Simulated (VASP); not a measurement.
# Sn (Im-3m) in VASP: further runs

Runs on Sn. Level: PBEsol. Tasks: single point.

All numbers are computed with VASP 6.6.1; they aren't measurements. Logs are shortened: lines on timing, memory, paths and dates and some standing lists are left out, and cuts for length are marked.

**1. The cell of the first run**

Symmetry: Im-3m, No. 229, cubic system. Conventional cell: a = 3.789 Å, b = 3.789 Å, c = 3.789 Å, α = 90.00°, β = 90.00°, γ = 90.00°. Within 4.3 Å of Sn (site symmetry m-3m) lie 14 Sn at 3.28 to 3.79 Å.

**2. Single point, PBEsol**

INCAR

```
SYSTEM = Sn
ALGO     = Normal         ! electronic algorithm
EDIFF    = 1E-7           ! SCF threshold, eV
ENCUT    = 520            ! plane-wave cutoff, eV
GGA      = PS             ! functional
ISIF     = 2              ! what is computed and relaxed
ISMEAR   = 1              ! smearing method
LASPH    = .True.         ! aspherical terms in the spheres
LCHARG   = .False.        ! write CHGCAR
LREAL    = .False.        ! projectors in reciprocal space
LWAVE    = .False.        ! write WAVECAR
NBANDS   = 13             ! bands
NELM     = 100            ! most SCF steps
PREC     = Accurate       ! precision mode
SIGMA    = 0.3            ! smearing width, eV
```

KPOINTS

```
k-points
0
Gamma
  11 11 11
  0 0 0
```

POSCAR

```
Sn
1.0
   -1.8946500000      1.8946500000      1.8946500000
    1.8946500000     -1.8946500000      1.8946500000
    1.8946500000      1.8946500000     -1.8946500000
Sn
1
Direct
    0.0000000000      0.0000000000      0.0000000000
```

Potentials or basis: VASP PAW PBE potentials, release 64 (Sn_d).

On the command line:

```sh
cat potpaw_PBE.64/Sn_d/POTCAR > POTCAR
mpirun -np 1 vasp_std > vasp.out
```

OUTCAR:

```text
SYSTEM = Sn
   EDIFF = 1E-7
   ENCUT = 520
   GGA = PS
   ISIF = 2
   ISMEAR = 1
   LASPH = .True.
   LREAL = .False.
   NELM = 100
   PREC = Accurate

 ion  position               nearest neighbor table
   1  0.000  0.000  0.000-

  LATTYP: Found a body centered cubic cell.
 ALAT       =     3.7893000000

  Lattice vectors:

 A1 = (  -1.8946500000,   1.8946500000,   1.8946500000)
 A2 = (   1.8946500000,  -1.8946500000,   1.8946500000)
 A3 = (   1.8946500000,   1.8946500000,  -1.8946500000)

Analysis of symmetry for initial positions (statically):
=====================================================================
 Subroutine PRICEL returns:
 Original cell was already a primitive cell.

 Routine SETGRP: Setting up the symmetry group for a
 body centered cubic supercell.

 Subroutine GETGRP returns: Found 48 space group operations
 (whereof 48 operations were pure point group operations)
 out of a pool of 48 trial point group operations.

The static configuration has the point symmetry O_h .

Analysis of symmetry for dynamics (positions and initial velocities):
=====================================================================
 Subroutine PRICEL returns:
 Original cell was already a primitive cell.

 Routine SETGRP: Setting up the symmetry group for a
 body centered cubic supercell.

 Subroutine GETGRP returns: Found 48 space group operations
 (whereof 48 operations were pure point group operations)
 out of a pool of 48 trial point group operations.

The dynamic configuration has the point symmetry O_h .

 Subroutine INISYM returns: Found 48 space group operations
 (whereof 48 operations are pure point group operations),
 and found     1 'primitive' translations

----------------------------------------------------------------------------------------

                                     Primitive cell

  volume of cell :      27.2049

  direct lattice vectors                    reciprocal lattice vectors
    -1.894650000  1.894650000  1.894650000     0.000000000  0.263900984  0.263900984
     1.894650000 -1.894650000  1.894650000     0.263900984  0.000000000  0.263900984
     1.894650000  1.894650000 -1.894650000     0.263900984  0.263900984  0.000000000

  length of vectors
     3.281630063  3.281630063  3.281630063     0.373212351  0.373212351  0.373212351

  position of ions in fractional coordinates (direct lattice)
     0.000000000  0.000000000  0.000000000

  ion indices of the primitive-cell ions
   primitive index   ion index
                 1           1

----------------------------------------------------------------------------------------

 KPOINTS: k-points

Automatic generation of k-mesh.
 Grid dimensions read from file:
 generate k-points for:   11   11   11

 Generating k-lattice:

  Cartesian coordinates                     Fractional coordinates (reciprocal lattice)
     0.000000000  0.023990999  0.023990999     0.090909091  0.000000000  0.000000000
     0.023990999  0.000000000  0.023990999     0.000000000  0.090909091  0.000000000
     0.023990999  0.023990999  0.000000000     0.000000000  0.000000000  0.090909091

  Length of vectors
     0.033928396  0.033928396  0.033928396

  Shift w.r.t. Gamma in fractional coordinates (k-lattice)
     0.000000000  0.000000000  0.000000000

 Subroutine IBZKPT returns following result:
 ===========================================

 Found     56 irreducible k-points:

 Following reciprocal coordinates:
            Coordinates               Weight
  0.000000  0.000000  0.000000      1.000000
  0.090909  0.000000  0.000000     12.000000
  0.181818  0.000000  0.000000     12.000000
  0.272727  0.000000  0.000000     12.000000
  0.363636  0.000000  0.000000     12.000000
  0.454545  0.000000  0.000000     12.000000
[... 16 lines left out ...]
  0.272727  0.181818  0.090909     48.000000
  0.363636  0.181818  0.090909     24.000000
 [... further k-points ...]
   k-points           NKPTS =     56   k-points in BZ     NKDIM =     56   number of bands    NBANDS=     13
   number of dos      NEDOS =    301   number of ions     NIONS =      1
   total plane-waves  NPLWV =  13824
   dimension x,y,z NGX =    24 NGY =   24 NGZ =   24
   dimension x,y,z NGXF=    48 NGYF=   48 NGZF=   48
   ions per type =               1
   NGX,Y,Z   is equivalent  to a cutoff of  12.16, 12.16, 12.16 a.u.
   NGXF,Y,Z  is equivalent  to a cutoff of  24.32, 24.32, 24.32 a.u.
 SYSTEM =  Sn
   PREC   = accura    normal or accurate (medium, high low for compatibility)
   ISTART =      0    job   : 0-new  1-cont  2-samecut
   ICHARG =      2    charge: 1-file 2-atom 10-const
   ISPIN  =      1    spin polarized calculation?
   LNONCOLLINEAR =      F non collinear calculations
   LSORBIT =      F    spin-orbit coupling
   LASPH  =      T    aspherical Exc in radial PAW
   ENCUT  =  520.0 eV  38.22 Ry    6.18 a.u.   6.10  6.10  6.10*2*pi/ulx,y,z
   NELM   =    100;   NELMIN=  2; NELMDL= -5     # of ELM steps
   EDIFF  = 0.1E-06   stopping-criterion for ELM
   LREAL  =      F    real-space projection
   EDIFFG = 0.1E-05   stopping-criterion for IOM
   NSW    =      0    number of steps for IOM
   IBRION =     -1    ionic relax: 0-MD 1-quasi-New 2-CG
   NFREE  =      0    steps in history (QN), initial steepest desc. (CG)
   ISIF   =      2    stress and relaxation
   ISYM   =      2    0-nonsym 1-usesym 2-fastsym
   POTIM  = 0.5000    time-step for ionic-motion
   TEBEG  =    0.0;   TEEND  =   0.0 temperature during run
   PSTRESS=    0.0 pullay stress
   NELECT =      14.0000    total number of electrons
   NUPDOWN=      -1.0000    fix difference up-down
   EMIN   =  10.00;   EMAX   =-10.00  energy-range for DOS
   EFERMI =   0.00;   METHOD = LEGACY
   ISMEAR =     1;   SIGMA  =   0.30  broadening in eV -4-tet -1-fermi 0-gaus
   EFERMI_NEDOS =   21; number of points for ismear=-14 and -15
   IALGO  =     38    algorithm
   IMIX   =      4    mixing-type and parameters
     AMIX     =   0.40;   BMIX     =  1.00
     AMIX_MAG =   1.60;   BMIX_MAG =  1.00
  volume/ion in A,a.u.               =      27.20       183.59
  Fermi-wavevector in a.u.,A,eV,Ry     =   1.311903  2.479138 23.416858  1.721090
  Thomas-Fermi vector in A             =   2.442333
   LORBIT       =      0    0 simple, 1 ext, 2 COOP (PROOUT), +10 PAW based schemes
   GGA     = PS    functional components
   LHFCALC =     F    Hartree Fock is set to
   AEXX    =    0.0000 exact exchange contribution
   IVDW    =     0    specifies the selected vdW correction
   LEPSILON=     F    determine dielectric tensor
   LRPA    =     F    only Hartree local field effects (RPA)
 non-spin polarized calculation
 Methfessel and Paxton  Order N= 1 SIGMA  =   0.30
  energy-cutoff  :      520.00
  volume of cell :       27.20
 maximum number of plane-waves:       742
   NGX = 13   NGY = 13   NGZ = 13

 number of electron      13.9999996 magnetization

 Free energy of the ion-electron system (eV)
  ---------------------------------------------------
  ext. energy  EPLUGINS =         0.00000000
  ---------------------------------------------------
  free energy    TOTEN  =        -4.21701646 eV

  energy without entropy =       -4.21768691  energy(sigma->0) =       -4.21723994

 E-fermi :   7.9243     XC(G=0): -10.4999

 val. band max:        7.7967726982   @ k =   0.3636   0.1818   0.0909
 cond. band min:       7.9427228752   @ k =  -0.4545   0.4545   0.3636
 fundamental gap:      0.1459501770
 Fermi energy:         7.9243480268

 k-point     1 :       0.0000    0.0000    0.0000
  band No.  band energies     occupation
      1     -13.5196      2.00000
      2     -13.5196      2.00000
      3     -13.5196      2.00000
      4     -13.3800      2.00000
      5     -13.3800      2.00000
      6      -3.1728      2.00000
      7      15.8615      0.00000
      8      15.8615      0.00000
      9      15.8615      0.00000
     10      20.0373      0.00000
     11      20.0373      0.00000
     12      20.0373      0.00000
     13      20.6653      0.00000

 k-point     2 :       0.0909    0.0000    0.0000
  band No.  band energies     occupation
      1     -13.5233      2.00000
      2     -13.5143      2.00000
      3     -13.5023      2.00000
      4     -13.3841      2.00000
      5     -13.3806      2.00000
      6      -2.9927      2.00000
      7      14.3894      0.00000
      8      15.1929      0.00000
      9      15.6241      0.00000
     10      18.5863      0.00000
     11      18.9167      0.00000
     12      19.7242      0.00000
     13      21.3449      0.00000

 k-point     3 :       0.1818    0.0000    0.0000
  band No.  band energies     occupation
      1     -13.5331      2.00000
      2     -13.5022      2.00000
      3     -13.4553      2.00000
      4     -13.3934      2.00000
      5     -13.3819      2.00000
      6      -2.4516      2.00000
      7      11.5803     -0.00000
      8      13.9585      0.00000
      9      14.9980      0.00000
     10      17.4524      0.00000
     11      17.8274      0.00000
     12      19.7830      0.00000
     13      21.7901      0.00000
[... 305 lines left out ...]
 k-point    23 :       0.2727    0.1818    0.0909
  band No.  band energies     occupation
      1     -13.5318      2.00000
      2     -13.4786      2.00000
      3     -13.3907      2.00000
      4     -13.3890      2.00000
      5     -13.3497      2.00000
      6       1.1686      2.00000
      7       5.5967      2.00000
      8       8.1138      0.13257
      9      10.2487     -0.00000
     10      20.1768      0.00000
     11      21.6156      0.00000
     12      22.4683      0.00000
     13      24.5537      0.00000

 k-point    24 :       0.3636    0.1818    0.0909
  band No.  band energies     occupation
      1     -13.5327      2.00000
      2     -13.4681      2.00000
      3     -13.3898      2.00000
      4     -13.3862      2.00000
      5     -13.3533      2.00000
      6       2.1059      2.00000
      7       4.4495      2.00000
      8       7.7968      1.65266
      9      10.0702     -0.00000
     10      20.0801      0.00000
     11      21.8751      0.00000
     12      23.2383      0.00000
     13      23.7518      0.00000

 [... further k-points ...]
[... 5 lines left out ...]
  --------------------------------------------------------------------------------------
  -------------------------------------------------------------------------------------
  Total       -0.2958581     -0.2958581     -0.2958581      0.0000000     -0.0000000      0.0000000
  in kB      -17.4239659    -17.4239659    -17.4239659      0.0000000     -0.0000000      0.0000000
  external PRESSURE =     -17.4239659 kB  Pullay stress =       0.0000000 kB

 VOLUME and BASIS-vectors are now :
 -----------------------------------------------------------------------------
  energy-cutoff  :      520.00
  volume of cell :       27.20
      direct lattice vectors                 reciprocal lattice vectors
    -1.894650000  1.894650000  1.894650000     0.000000000  0.263900984  0.263900984
     1.894650000 -1.894650000  1.894650000     0.263900984  0.000000000  0.263900984
     1.894650000  1.894650000 -1.894650000     0.263900984  0.263900984  0.000000000

 POSITION                                       TOTAL-FORCE (eV/Angst)
 -----------------------------------------------------------------------------------
      0.00000      0.00000      0.00000         0.000000     -0.000000      0.000000
 -----------------------------------------------------------------------------------
    total drift:                                0.000000      0.000000      0.000000

  FREE ENERGIE OF THE ION-ELECTRON SYSTEM (eV)
  ---------------------------------------------------
  free  energy   TOTEN  =        -4.2170164600 eV

  energy  without entropy=       -4.2176869140  energy(sigma->0) =       -4.21723994
```

Run time: 17 s. Hardware: 1 thread of Intel Xeon 8259CL, shared host; peak memory 0.15 GiB.

Results:

- Free energy: -4.2170 eV
- Pressure: -1.7 GPa
- Band gap on the k mesh: zero (band 7 reaches 15.86 eV, above the bottom of band 8 at 5.54 eV)

Caveat: the PAW data sets were made with another functional, which shifts forces and pressure a little; spin-orbit coupling is left out, which moves the levels of the heavy elements.

**3. Single point, PBEsol**

INCAR

```
SYSTEM = Sn
  PREC = Accurate
  ENCUT = 520
  EDIFF = 1E-6
  ISMEAR = 1
  SIGMA = 0.2
  LREAL = .FALSE.
  LASPH = .TRUE.
  NELM = 100
  ALGO = Normal
  ISIF = 2
  LWAVE = .FALSE.
  LCHARG = .FALSE.
  GGA = PS
  NBANDS = 13
```

KPOINTS

```
Automatic mesh
0
G
  11 11 11
  0 0 0
```

POSCAR is that of step 2.

Potentials or basis: VASP PAW PBE potentials, release 64 (Sn_d).

On the command line:

```sh
cat potpaw_PBE.64/Sn_d/POTCAR > POTCAR
mpirun -np 1 vasp_std > vasp.out
```

Wall time 18 s (1 thread of Intel Xeon 8259CL, shared host); peak memory 0.14 GiB.

Results (log left out):

```yaml
Free_energy: -4.2173 eV
Pressure: -1.7 GPa
Band_gap_on_the_k_mesh: zero (band 7 reaches 15.86 eV, above the bottom of band 8 at 5.54 eV)
```

Levels at points of the mesh, in eV from the Fermi level:
| k point | band 4 | band 5 | band 6 | band 7 | band 8 | band 9 | band 10 | band 11 |
| --- | --- | --- | --- | --- | --- | --- | --- | --- |
| (0.00, 0.00, 0.00) | -21.31 | -21.31 | -11.11 | 7.93 | 7.93 | 7.93 | 12.10 | 12.10 |

Caveat: the PAW data sets were made with another functional, which shifts forces and pressure a little; spin-orbit coupling is left out, which moves the levels of the heavy elements.
